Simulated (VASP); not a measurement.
## Tl3HBr2: single point with PBE

Tl3HBr2:

```
Tl H Br
1.0
     8.02120    0.00000    0.00000
    -4.01060    6.94657    0.00000
     0.00000    0.00000    4.67013
Tl H Br
3 1 2
Cartesian
  2.0053 3.4733 2.3351
  4.0106 0.0000 2.3351
  -2.0053 3.4733 2.3351
  0.0000 0.0000 0.0000
  4.0106 2.3155 0.0000
  0.0000 4.6310 0.0000
```

| Item | Value |
| --- | --- |
| Program | VASP 6.6.1 |
| Task | single point |
| Functional | PBE |
| Potentials or basis | VASP PAW PBE potentials, release 64 (Tl_d, H, Br) |
| Cutoff | 520 eV |
| k mesh | 3 × 3 × 4 |
| Occupations | gaussian, width 0.1 eV |
| Spin | no spin polarisation |

```
Pressure               : -0.1 GPa
Band gap on the k mesh : zero (band 27 reaches 1.36 eV, above the bottom of band 28 at 1.09 eV)
```

Stress tensor (GPa, compression positive):
```
-0.03  0.00  0.00
 0.00 -0.03  0.00
 0.00  0.00 -0.18
```

Levels at points of the mesh, in eV from the Fermi level:
```csv
k point,band 24,band 25,band 26,band 27,band 28,band 29,band 30,band 31
"(0.00, 0.00, 0.00)",-3.65,-2.47,-2.47,-0.60,-0.31,0.57,0.57,2.61
"(0.00, 0.00, 0.50)",-3.51,-3.51,-2.18,-0.33,0.22,0.22,1.10,2.54
```

Wall time 100 s on 1 thread of Intel(R) Xeon(R) Platinum 8488C (Sapphire Rapids), with other jobs on the host, peak memory 0.38 GiB.

Caveat: spin-orbit coupling is left out, which moves the levels of the heavy elements.
